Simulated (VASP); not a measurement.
A run of VASP 6.6.1:

INCAR

```
SYSTEM = SiC2
ALGO     = Normal         ! electronic algorithm
EDIFF    = 1E-6           ! SCF threshold, eV
EDIFFG   = -0.04          ! ionic threshold
ENCUT    = 600            ! plane-wave cutoff, eV
GGA      = PE             ! functional
IBRION   = 2              ! ionic algorithm
ISIF     = 3              ! what is computed and relaxed
ISMEAR   = 0              ! smearing method
LASPH    = .True.         ! aspherical terms in the spheres
LCHARG   = .False.        ! write CHGCAR
LREAL    = .False.        ! projectors in reciprocal space
LWAVE    = .False.        ! write WAVECAR
NELM     = 60             ! most SCF steps
NSW      = 90             ! ionic steps
PREC     = Accurate       ! precision mode
SIGMA    = 0.1            ! smearing width, eV
```

KPOINTS

```
k-points
0
Gamma
  6 6 4
  0 0 0
```

POSCAR

```
SiC2
1.0
    2.6798104000      0.0000000000      0.0000000000
   -1.3399052000      2.3207838900      0.0000000000
    0.0000000000      0.0000000000      6.5641681000
Si C
1 2
Direct
    0.0000000000      0.0000000000      0.5000000000
    0.6666666700      0.3333333300      0.8333333300
    0.3333333300      0.6666666700      0.1666666700
```

Potentials or basis: VASP PAW PBE potentials, release 64 (Si, C).

Launch:

```sh
$ cat potpaw_PBE.64/Si/POTCAR potpaw_PBE.64/C/POTCAR > POTCAR
$ mpirun -np 1 vasp_std > vasp.out
```

Hardware: 1 thread of Intel Xeon 8259CL, on a shared host.

**Question.** Estimate the wall time of this run.

**Answer.** Run time: 11 min on 1 thread of Intel Xeon 8259CL (shared host), peak memory 0.2 GiB. Counts: scf iterations 443, k points 24, ion steps 64.
